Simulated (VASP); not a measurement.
# ScAs2 (I-4m2) in VASP: further runs, part 2 of 2

VASP 6.6.1. Earlier steps stand in the parts before.

**3. Single point, PBE**

This run uses another cell than the first one, of 24.93 Å³/atom, 1.004 times its volume.

File INCAR:

```
SYSTEM = ScAs2
PREC = Accurate
ENCUT = 520
EDIFF = 1E-6
ISMEAR = 0
SIGMA = 0.1
LREAL = .False.
LASPH = .True.
NELM = 100
ALGO = Normal
ISIF = 2
LWAVE = .False.
LCHARG = .False.
GGA = PE
NBANDS = 18
```

File KPOINTS:

```
regular mesh
0
Gamma
  6 6 6
  0 0 0
```

File POSCAR:

```
ScAs2
1.0
   -2.6540938346      2.6540938346      2.6541879684
    2.6540938346     -2.6540938346      2.6541879684
    2.6540938346      2.6540938346     -2.6541879684
Sc As
1 2
Direct
    0.0000000000      0.0000000000      0.0000000000
    0.0155131117      0.5155131117      0.5000000000
    0.4844868883      0.9844868883      0.5000000000
```

Potentials or basis: VASP PAW PBE potentials, release 64 (Sc_sv, As).

On the command line:

```console
> cat potpaw_PBE.64/Sc_sv/POTCAR potpaw_PBE.64/As/POTCAR > POTCAR
> mpirun -np 1 vasp_std > vasp.out
```

OUTCAR:

```text
SYSTEM = ScAs2
   PREC = Accurate
   ENCUT = 520
   EDIFF = 1E-6
   ISMEAR = 0
   LREAL = .False.
   LASPH = .True.
   NELM = 100
   ISIF = 2
   GGA = PE

 ion  position               nearest neighbor table
   1  0.000  0.000  0.000-   2 2.66   3 2.66   2 2.66   3 2.66
   2  0.016  0.516  0.500-   3 2.49   1 2.66   1 2.66   3 2.82
   3  0.484  0.984  0.500-   2 2.49   1 2.66   1 2.66   2 2.82

  LATTYP: Found a body centered tetragonal cell.
 ALAT       =     5.3081876692
 C/A-ratio  =     1.0000354674

  Lattice vectors:

 A1 = (  -2.6540938346,   2.6540938346,   2.6541879684)
 A2 = (   2.6540938346,  -2.6540938346,   2.6541879684)
 A3 = (   2.6540938346,   2.6540938346,  -2.6541879684)

Analysis of symmetry for initial positions (statically):
=====================================================================
 Subroutine PRICEL returns:
 Original cell was already a primitive cell.

 Routine SETGRP: Setting up the symmetry group for a
 body centered tetragonal supercell.

 Subroutine GETGRP returns: Found  8 space group operations
 (whereof  8 operations were pure point group operations)
 out of a pool of 16 trial point group operations.

The static configuration has the point symmetry D_2d.

Analysis of symmetry for dynamics (positions and initial velocities):
=====================================================================
 Subroutine PRICEL returns:
 Original cell was already a primitive cell.

 Routine SETGRP: Setting up the symmetry group for a
 body centered tetragonal supercell.

 Subroutine GETGRP returns: Found  8 space group operations
 (whereof  8 operations were pure point group operations)
 out of a pool of 16 trial point group operations.

The dynamic configuration has the point symmetry D_2d.

 Subroutine INISYM returns: Found  8 space group operations
 (whereof  8 operations are pure point group operations),
 and found     1 'primitive' translations

----------------------------------------------------------------------------------------

                                     Primitive cell

  volume of cell :      74.7867

  direct lattice vectors                    reciprocal lattice vectors
    -2.654093835  2.654093835  2.654187968     0.000000000  0.188388215  0.188381534
     2.654093835 -2.654093835  2.654187968     0.188388215  0.000000000  0.188381534
     2.654093835  2.654093835 -2.654187968     0.188388215  0.188388215  0.000000000

  length of vectors
     4.597079718  4.597079718  4.597079718     0.266416444  0.266416444  0.266421169

  position of ions in fractional coordinates (direct lattice)
     0.000000000  0.000000000  0.000000000
     0.015513112  0.515513112  0.500000000
     0.484486888  0.984486888  0.500000000

  ion indices of the primitive-cell ions
   primitive index   ion index
                 1           1
                 2           2
                 3           3

----------------------------------------------------------------------------------------

 KPOINTS: regular mesh

Automatic generation of k-mesh.
 Grid dimensions read from file:
 generate k-points for:    6    6    6

 Generating k-lattice:

  Cartesian coordinates                     Fractional coordinates (reciprocal lattice)
     0.000000000  0.031398036  0.031396922     0.166666667 -0.000000000  0.000000000
     0.031398036  0.000000000  0.031396922    -0.000000000  0.166666667  0.000000000
     0.031398036  0.031398036  0.000000000     0.000000000  0.000000000  0.166666667

  Length of vectors
     0.044402741  0.044402741  0.044403528

  Shift w.r.t. Gamma in fractional coordinates (k-lattice)
     0.000000000  0.000000000  0.000000000

 Subroutine IBZKPT returns following result:
 ===========================================

 Found     30 irreducible k-points:

 Following reciprocal coordinates:
            Coordinates               Weight
  0.000000  0.000000  0.000000      1.000000
  0.166667  0.000000  0.000000      8.000000
  0.333333  0.000000 -0.000000      8.000000
  0.500000  0.000000 -0.000000      4.000000
  0.166667  0.166667  0.000000      8.000000
  0.333333  0.166667 -0.000000     16.000000
[... 16 lines left out ...]
 -0.333333 -0.333333  0.166667      8.000000
 -0.166667 -0.333333  0.166667      8.000000
 [... further k-points ...]
   k-points           NKPTS =     30   k-points in BZ     NKDIM =     30   number of bands    NBANDS=     18
   number of dos      NEDOS =    301   number of ions     NIONS =      3
   total plane-waves  NPLWV =  46656
   dimension x,y,z NGX =    36 NGY =   36 NGZ =   36
   dimension x,y,z NGXF=    72 NGYF=   72 NGZF=   72
   ions per type =               1   2
   NGX,Y,Z   is equivalent  to a cutoff of  13.02, 13.02, 13.02 a.u.
   NGXF,Y,Z  is equivalent  to a cutoff of  26.04, 26.04, 26.04 a.u.
 SYSTEM =  ScAs2
   PREC   = accura    normal or accurate (medium, high low for compatibility)
   ISTART =      0    job   : 0-new  1-cont  2-samecut
   ICHARG =      2    charge: 1-file 2-atom 10-const
   ISPIN  =      1    spin polarized calculation?
   LNONCOLLINEAR =      F non collinear calculations
   LSORBIT =      F    spin-orbit coupling
   LASPH  =      T    aspherical Exc in radial PAW
   ENCUT  =  520.0 eV  38.22 Ry    6.18 a.u.   8.55  8.55  8.55*2*pi/ulx,y,z
   NELM   =    100;   NELMIN=  2; NELMDL= -5     # of ELM steps
   EDIFF  = 0.1E-05   stopping-criterion for ELM
   LREAL  =      F    real-space projection
   EDIFFG = 0.1E-04   stopping-criterion for IOM
   NSW    =      0    number of steps for IOM
   IBRION =     -1    ionic relax: 0-MD 1-quasi-New 2-CG
   NFREE  =      0    steps in history (QN), initial steepest desc. (CG)
   ISIF   =      2    stress and relaxation
   ISYM   =      2    0-nonsym 1-usesym 2-fastsym
   POTIM  = 0.5000    time-step for ionic-motion
   TEBEG  =    0.0;   TEEND  =   0.0 temperature during run
   PSTRESS=    0.0 pullay stress
   NELECT =      21.0000    total number of electrons
   NUPDOWN=      -1.0000    fix difference up-down
   EMIN   =  10.00;   EMAX   =-10.00  energy-range for DOS
   EFERMI =   0.00;   METHOD = LEGACY
   ISMEAR =     0;   SIGMA  =   0.10  broadening in eV -4-tet -1-fermi 0-gaus
   EFERMI_NEDOS =   21; number of points for ismear=-14 and -15
   IALGO  =     38    algorithm
   IMIX   =      4    mixing-type and parameters
     AMIX     =   0.40;   BMIX     =  1.00
     AMIX_MAG =   1.60;   BMIX_MAG =  1.00
  volume/ion in A,a.u.               =      24.93       168.23
  Fermi-wavevector in a.u.,A,eV,Ry     =   1.072029  2.025841 15.636443  1.149246
  Thomas-Fermi vector in A             =   2.207787
   LORBIT       =      0    0 simple, 1 ext, 2 COOP (PROOUT), +10 PAW based schemes
   GGA     = PE    functional components
   LHFCALC =     F    Hartree Fock is set to
   AEXX    =    0.0000 exact exchange contribution
   IVDW    =     0    specifies the selected vdW correction
   LEPSILON=     F    determine dielectric tensor
   LRPA    =     F    only Hartree local field effects (RPA)
 non-spin polarized calculation
 Gauss-broadening in eV      SIGMA  =   0.10
  energy-cutoff  :      520.00
  volume of cell :       74.79
 maximum number of plane-waves:      2030
 NGX is ok and might be reduce to    36
   NGX = 17   NGY = 17   NGZ = 17

 number of electron      20.9999996 magnetization

 Free energy of the ion-electron system (eV)
  ---------------------------------------------------
  ext. energy  EPLUGINS =         0.00000000
  ---------------------------------------------------
  free energy    TOTEN  =       -16.53303241 eV

  energy without entropy =      -16.52799356  energy(sigma->0) =      -16.53051299

 E-fermi :   3.8647     XC(G=0):  -9.3653

 val. band max:        3.8566514904   @ k =   0.5000   0.5000   0.3333
 cond. band min:       3.9315219655   @ k =   0.1667   0.1667   0.1667
 fundamental gap:      0.0748704751
 Fermi energy:         3.8646811157

 k-point     1 :       0.0000    0.0000    0.0000
  band No.  band energies     occupation
      1     -46.5132      2.00000
      2     -25.2944      2.00000
      3     -25.0628      2.00000
      4     -25.0628      2.00000
      5      -8.8808      2.00000
      6      -4.1579      2.00000
[... 10 lines left out ...]
     17       6.8699      0.00000
     18      10.4221      0.00000
[... 466 lines left out ...]
      2     -25.2975      2.00000
      3     -25.0661      2.00000
      4     -25.0656      2.00000
      5      -7.7517      2.00000
      6      -6.4110      2.00000
[... 10 lines left out ...]
     17       6.5263      0.00000
     18       7.3311      0.00000

 [... further k-points ...]

------------------------ aborting loop because EDIFF is reached ----------------------------------------

  FORCE on cell =-STRESS in cart. coord.  units (eV):
  Direction    XX          YY          ZZ          XY          YZ          ZX
  --------------------------------------------------------------------------------------
  -------------------------------------------------------------------------------------
  Total        0.0981717      0.0981717      0.0825243      0.0000000      0.0000000      0.0000000
  in kB        2.1031610      2.1031610      1.7679430      0.0000000      0.0000000      0.0000000
  external PRESSURE =       1.9914217 kB  Pullay stress =       0.0000000 kB

 VOLUME and BASIS-vectors are now :
 -----------------------------------------------------------------------------
  energy-cutoff  :      520.00
  volume of cell :       74.79
      direct lattice vectors                 reciprocal lattice vectors
    -2.654093835  2.654093835  2.654187968     0.000000000  0.188388215  0.188381534
     2.654093835 -2.654093835  2.654187968     0.188388215  0.000000000  0.188381534
     2.654093835  2.654093835 -2.654187968     0.188388215  0.188388215  0.000000000

 POSITION                                       TOTAL-FORCE (eV/Angst)
 -----------------------------------------------------------------------------------
      0.00000      0.00000      0.00000        -0.000000      0.000000      0.000000
      2.65409      0.00000      0.08235         0.000000     -0.000000     -0.029595
      2.65409     -0.00000      2.57184         0.000000     -0.000000      0.029595
 -----------------------------------------------------------------------------------
    total drift:                                0.000000     -0.000000      0.000000

  FREE ENERGIE OF THE ION-ELECTRON SYSTEM (eV)
  ---------------------------------------------------
  free  energy   TOTEN  =       -16.5330324090 eV

  energy  without entropy=      -16.5279935624  energy(sigma->0) =      -16.53051299
```

stdout:

```text
POSCAR found type information on POSCAR ScAs
 POSCAR found :  2 types and       3 ions
 scaLAPACK will be used
 LDA part: xc-table for (Slater+PW92), standard interpolation
 POSCAR, INCAR and KPOINTS ok, starting setup
 FFT: planning ... GRIDC
 FFT: planning ... GRID_SOFT
 FFT: planning ... GRID
 WAVECAR not read
 entering main loop
```

Wall time 24 s (1 thread of Intel Xeon Platinum 8488C (Sapphire Rapids), shared host); peak memory 0.21 GiB.

Results:

* Free energy: -16.5330 eV
* Pressure: 0.2 GPa
* Largest force: 0.030 eV/Å

Forces in eV/Å, atoms in the order of the input:
```
Sc   0.000  0.000  0.000
As   0.000  0.000 -0.030
As   0.000  0.000  0.030
```
